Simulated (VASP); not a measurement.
Wanted: the native input for a VASP 6.6.1 run.

```yaml
Task: electric field gradients
Functional: PBE
Potentials_or_basis: VASP PAW PBE potentials, release 64 (Si, W_sv)
Cutoff: 520 eV
k_mesh: 11 × 11 × 14
Occupations: fermi-dirac, width 0.05 eV
Spin: no spin polarisation
Dipole_correction: no
Further_INCAR_settings: ALGO = Normal; EDIFF = 1e-08; NBANDS = 18; ISYM = 0
```

The structure of Si2W lies in POSCAR:

```
Si2W
1.0
   -1.6060000000      1.6060000000      3.9400000000
    1.6060000000     -1.6060000000      3.9400000000
    1.6060000000      1.6060000000     -3.9400000000
Si W
2 1
Direct
    0.3330000000      0.3330000000      0.0000000000
    0.6670000000      0.6670000000      0.0000000000
    0.0000000000      0.0000000000      0.0000000000
```

The input as run:

INCAR

```
ALGO = Normal
EDIFF = 1E-8
ENCUT = 520
GGA = PE
ISIF = 2
ISMEAR = -1
ISYM = 0
LASPH = T
LCHARG = F
LEFG = T
LREAL = F
LWAVE = F
NBANDS = 18
NELM = 60
PREC = Accurate
SIGMA = 0.05
```

KPOINTS

```
k-points
0
Gamma
  11 11 14
```

Potentials or basis: VASP PAW PBE potentials, release 64 (Si, W_sv).

Command:

```bash
$ cat potpaw_PBE.64/Si/POTCAR potpaw_PBE.64/W_sv/POTCAR > POTCAR
$ mpirun -np 1 vasp_std > vasp.out
```

It gave:

| Quantity | Value |
| --- | --- |
| Pressure | 1.8 GPa |
| Largest force | 0.211 eV/Å |
| Band gap on the k mesh | zero (bands 11 and 12 overlap by 1.25 eV) |
| Largest electric field gradient by atom | Si -9.1; W -125.4 V/Å² |

Caveat: without QUAD_EFG the Cq values of the log hold for a quadrupole moment of 1 mb, not for the nuclei; spin-orbit coupling is left out, which moves the levels of the heavy elements.

It took 18 min on 1 thread of Intel(R) Xeon(R) Platinum 8488C (Sapphire Rapids), with other jobs on the host, peak memory 0.68 GiB.
